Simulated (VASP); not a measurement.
# Cu12O in VASP: notebook, part 2 of 2

VASP 6.6.1. The steps go on from the part before.

**3. Single point, PBE**

Input file INCAR:

```
ALGO = Normal
DIPOL = 0.5 0.5 0.323
EDIFF = 1E-7
ENCUT = 520
GGA = PE
IDIPOL = 3
ISIF = 2
ISMEAR = 0
LASPH = T
LCHARG = F
LDIPOL = T
LREAL = F
LWAVE = F
NBANDS = 81
NELM = 80
PREC = Accurate
SIGMA = 0.1
```

Input file KPOINTS:

```
k-points
0
Gamma
  6 6 1
```

Input file POSCAR:

```
Cu12O
1.0
    5.1332392722      0.0000000000      0.0000000000
   -2.5666196361      4.4455156134      0.0000000000
    0.0000000000      0.0000000000     19.6236279128
Cu O
12 1
Direct
    0.3333333334      0.1666666667      0.2038359073
    0.3333333334      0.6666666667      0.2038359073
    0.8333333334      0.1666666667      0.2038359073
    0.8333333333      0.6666666667      0.2038359073
    0.1666666667      0.3333333333      0.3089002473
    0.1666666667      0.8333333333      0.3089002473
    0.6666666667      0.3333333333      0.3089002473
    0.6666666667      0.8333333333      0.3089002473
    0.0000000000      0.0000000000      0.4139717665
    0.0000000000      0.5000000000      0.4139717665
    0.5000000000      0.0000000000      0.4139717665
    0.5000000000      0.5000000000      0.4139717665
    0.0833333334      0.1666666667      0.4927887927
```

Potentials or basis: VASP PAW PBE potentials, release 64 (Cu, O).

On the command line:

```console
$ cat potpaw_PBE.64/Cu/POTCAR potpaw_PBE.64/O/POTCAR > POTCAR
$ mpirun -np 1 vasp_std > vasp.out
```

OUTCAR:

```text
EDIFF = 1E-7
   ENCUT = 520
   GGA = PE
   ISIF = 2
   ISMEAR = 0
   LASPH = T
   LREAL = F
   NELM = 80
   PREC = Accurate

 ion  position               nearest neighbor table
   1  0.333  0.167  0.204-   5 2.54   7 2.54   6 2.54   4 2.57   2 2.57   2 2.57   3 2.57   3 2.57
                             4 2.57
   2  0.333  0.667  0.204-   6 2.54   8 2.54   5 2.54   4 2.57   1 2.57   3 2.57   1 2.57   3 2.57
                             4 2.57
   3  0.833  0.167  0.204-   7 2.54   5 2.54   8 2.54   4 2.57   2 2.57   2 2.57   1 2.57   1 2.57
                             4 2.57
   4  0.833  0.667  0.204-   8 2.54   7 2.54   6 2.54   2 2.57   3 2.57   1 2.57   1 2.57   3 2.57
                             2 2.57
   5  0.167  0.333  0.309-   1 2.54   3 2.54   2 2.54   9 2.54  12 2.54  10 2.54   8 2.57   6 2.57
                             6 2.57   8 2.57   7 2.57   7 2.57
   6  0.167  0.833  0.309-   2 2.54   1 2.54   4 2.54  10 2.54  11 2.54   9 2.54   7 2.57   5 2.57
                             5 2.57   7 2.57   8 2.57   8 2.57
   7  0.667  0.333  0.309-   3 2.54   1 2.54   4 2.54  11 2.54  10 2.54  12 2.54   8 2.57   6 2.57
                             8 2.57   6 2.57   5 2.57   5 2.57
   8  0.667  0.833  0.309-   4 2.54   2 2.54   3 2.54  12 2.54   9 2.54  11 2.54   7 2.57   5 2.57
[... 1315 lines left out ...]
  --------------------------------------------------------------------------------------
  -------------------------------------------------------------------------------------
  Total       -3.6250272     -2.0602196      1.3191994      0.0000000      2.5076763      0.0000000
  in kB      -12.9696693     -7.3710805      4.7198489      0.0000000      8.9719967      0.0000000
  external PRESSURE =      -5.2069670 kB  Pullay stress =       0.0000000 kB

 VOLUME and BASIS-vectors are now :
 -----------------------------------------------------------------------------
  energy-cutoff  :      520.00
  volume of cell :      447.81
      direct lattice vectors                 reciprocal lattice vectors
     5.133239272  0.000000000  0.000000000     0.194808764  0.112472893  0.000000000
    -2.566619636  4.445515613  0.000000000     0.000000000  0.224945785  0.000000000
     0.000000000  0.000000000 19.623627913     0.000000000  0.000000000  0.050958977

 POSITION                                       TOTAL-FORCE (eV/Angst)
 -----------------------------------------------------------------------------------
      1.28331      0.74092      4.00000         0.012148      0.004824     -0.038815
      0.00000      2.96368      4.00000        -0.000000      0.004990     -0.095003
      3.84993      0.74092      4.00000        -0.012148      0.004824     -0.038815
      2.56662      2.96368      4.00000        -0.000000     -0.006238     -0.164389
      0.00000      1.48184      6.06174        -0.000000      0.035577     -0.115766
     -1.28331      3.70460      6.06174        -0.040164     -0.055915      0.094363
      2.56662      1.48184      6.06174        -0.000000      0.047331      0.055367
      1.28331      3.70460      6.06174         0.040164     -0.055915      0.094363
      0.00000      0.00000      8.12363        -0.000000     -1.149195     -0.896126
     -1.28331      2.22276      8.12363         0.220068     -0.208258      0.439378
      2.56662      0.00000      8.12363        -0.000000     -0.019638      0.049701
      1.28331      2.22276      8.12363        -0.220068     -0.208258      0.439378
      0.00000      0.74092      9.67030         0.000000      1.605871      0.176363
 -----------------------------------------------------------------------------------
    total drift:                                0.000001      0.000020     -0.006670

  FREE ENERGIE OF THE ION-ELECTRON SYSTEM (eV)
  ---------------------------------------------------
  free  energy   TOTEN  =       -46.1366740610 eV

  energy  without entropy=      -46.0897262562  energy(sigma->0) =      -46.11320016

 vacuum level on the upper side and lower side of the slab         5.272         3.373
```

OSZICAR:

```text
N       E                     dE             d eps       ncg     rms          rms(c)
DAV:   1     0.130990381125E+04    0.13099E+04   -0.58752E+04  2106   0.205E+03
DAV:   2     0.136523655022E+03   -0.11734E+04   -0.11410E+04  2106   0.450E+02
DAV:   3    -0.337784662705E+02   -0.17030E+03   -0.16004E+03  2571   0.217E+02
[... 26 lines left out ...]
DAV:  30    -0.461366703161E+02   -0.33309E-05   -0.73699E-07  2187   0.141E-02    0.186E-03
DAV:  31    -0.461366731526E+02   -0.28365E-05   -0.97410E-07  1459   0.972E-03    0.186E-03
DAV:  32    -0.461366737933E+02   -0.64076E-06   -0.36134E-07  1498   0.573E-03    0.368E-04
DAV:  33    -0.461366739735E+02   -0.18014E-06   -0.72307E-08  1305   0.265E-03    0.252E-04
DAV:  34    -0.461366740610E+02   -0.87566E-07   -0.32678E-08  1272   0.203E-03
   1 F= -.46136674E+02 E0= -.46113200E+02  d E =-.469478E-01
```

stdout:

```text
POSCAR found type information on POSCAR CuO
 POSCAR found :  2 types and      13 ions
 scaLAPACK will be used
 LDA part: xc-table for (Slater+PW92), standard interpolation
 POSCAR, INCAR and KPOINTS ok, starting setup
 FFT: planning ... GRIDC
 FFT: planning ... GRID_SOFT
 FFT: planning ... GRID
 WAVECAR not read
 entering main loop
```

Wall time 20 min (1 thread of Intel Xeon Platinum 8488C (Sapphire Rapids), shared host); peak memory 0.72 GiB.

Results:

| Item | Value |
| --- | --- |
| Free energy | -46.1367 eV |
| Largest force | 1.616 eV/Å |
| Band gap on the k mesh | zero (bands 69 and 70 overlap by 0.37 eV) |

Forces in eV/Å, atoms in the order of the input:
```
Cu   0.012  0.005 -0.039
Cu   0.000  0.005 -0.095
Cu  -0.012  0.005 -0.039
Cu   0.000 -0.006 -0.164
Cu   0.000  0.036 -0.116
Cu  -0.040 -0.056  0.094
Cu   0.000  0.047  0.055
Cu   0.040 -0.056  0.094
Cu   0.000 -1.149 -0.896
Cu   0.220 -0.208  0.439
Cu   0.000 -0.020  0.050
Cu  -0.220 -0.208  0.439
O    0.000  1.606  0.176
```

With open d or f shells a metallic result of PBE can be an artefact of self-interaction; +U or a hybrid may open a gap.
